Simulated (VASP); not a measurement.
Input of a VASP 6.6.1 run:

INCAR

```
SYSTEM = HfSi2O6
PREC = Accurate
ENCUT = 520
EDIFF = 1E-8
ISMEAR = 0
SIGMA = 0.01
LREAL = .False.
LASPH = .True.
NELM = 80
ALGO = Normal
ISIF = 2
LWAVE = .False.
LCHARG = .True.
GGA = PE
NBANDS = 37
IBRION = 8
NSW = 1
LEPSILON = .True.
KPAR = 4
```

Contents of KPOINTS:

```
Automatic mesh
0
Gamma
  6 6 4
  0 0 0
```

File POSCAR:

```
HfSi2O6
1.0
    4.9549634855     -2.5041645943      0.0134275078
    4.9549634855      2.5041645943      0.0134275078
   -0.1951839790      0.0000000000      5.8774135452
Hf Si O
1 2 6
Direct
    0.4591527911      0.5408472089      0.5000000000
    0.0148809673      0.4789808551      0.8448568721
    0.5210191449      0.9851190327      0.1551431279
    0.5715332759      0.2076205599      0.2974132729
    0.8473634895      0.6922984045      0.0693290944
    0.7923794401      0.4284667241      0.7025867271
    0.3716668870      0.8740279350      0.3173398692
    0.3077015955      0.1526365105      0.9306709056
    0.1259720650      0.6283331130      0.6826601308
```

Potentials or basis: VASP PAW PBE potentials, release 64 (Hf_pv, Si, O).

The run is started by

```sh
$ cat potpaw_PBE.64/Hf_pv/POTCAR potpaw_PBE.64/Si/POTCAR potpaw_PBE.64/O/POTCAR > POTCAR
$ mpirun -np 4 vasp_std > vasp.out
```

Problem. Estimate the electronic dielectric tensor (diagonal).

Solution. 2.72, 2.46, 2.61.

Problem. What does it give for the Born charges (mean of the diagonal)?

Solution. Hf +3.89; Si +3.60; O -1.88, -1.80, -1.86 (each value once) e.

Problem. Estimate the highest phonon frequency at Γ, LO-TO splitting left out.

Solution. 1062 cm⁻¹.

Phonon frequencies in cm⁻¹ (negative: imaginary):
```
              q point                                                                                              frequencies
(0.000, 0.000, 0.000)  0 0 0 77 115 166 195 196 223 240 329 336 339 362 402 426 519 549 572 634 746 905 916 930 1004 1062 1062
```
